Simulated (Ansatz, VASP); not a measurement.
**One calculation of HfS4, two programs**

```
CELL_PARAMETERS angstrom
-3.86316 3.86316 3.49183
3.86316 -3.86316 3.49183
3.86316 3.86316 -3.49183
ATOMIC_POSITIONS crystal
Hf 0.12500 0.87500 0.25000
Hf 0.87500 0.12500 0.75000
S 0.35400 0.79600 0.55800
S 0.79600 0.73800 0.44200
S 0.73800 0.79600 0.94200
S 0.79600 0.35400 0.05800
S 0.64600 0.20400 0.44200
S 0.20400 0.64600 0.94200
S 0.26200 0.20400 0.05800
S 0.20400 0.26200 0.55800
```

Alike in both runs: task single point; functional LDA; k mesh 4 × 4 × 4; occupations fermi-dirac, width 0.001 eV; no spin polarisation.

|  | VASP | Ansatz |
| --- | --- | --- |
| version | VASP 6.6.1 | Ansatz 0.2.0 |
| potentials or method | VASP PAW LDA potentials, release 64 (Hf_pv, S), cutoff 520 eV | PAW plane waves |
| valence electrons in the cell | 68 | 100 |

VASP gave:

```
gap on the k mesh at the Fermi level (eV)                     : none
pressure (GPa)                                                : -4.6
traceless stress, the component that is largest in VASP (GPa) : -9.74
rms of the force components (eV/Å)                            : 0.209
```

**Question.** What did Ansatz give for the same quantities?

**Answer.** gap on the k mesh at the Fermi level (eV): none; pressure (GPa): -4.4; traceless stress, the component that is largest in VASP (GPa): -9.62; rms of the force components (eV/Å): 0.208.

LDA's correlation is that of Perdew and Zunger in VASP and of Perdew and Wang (1992) in Ansatz. Atom by atom the forces differ by 0.008 eV/Å (rms over components). A gap of «none» marks a metal or a gap that the smearing closes. VASP's potentials hold 68 valence electrons a cell and Ansatz's 100, so a difference there can come from the potentials and not from the codes.

Neither program's run includes spin-orbit coupling.
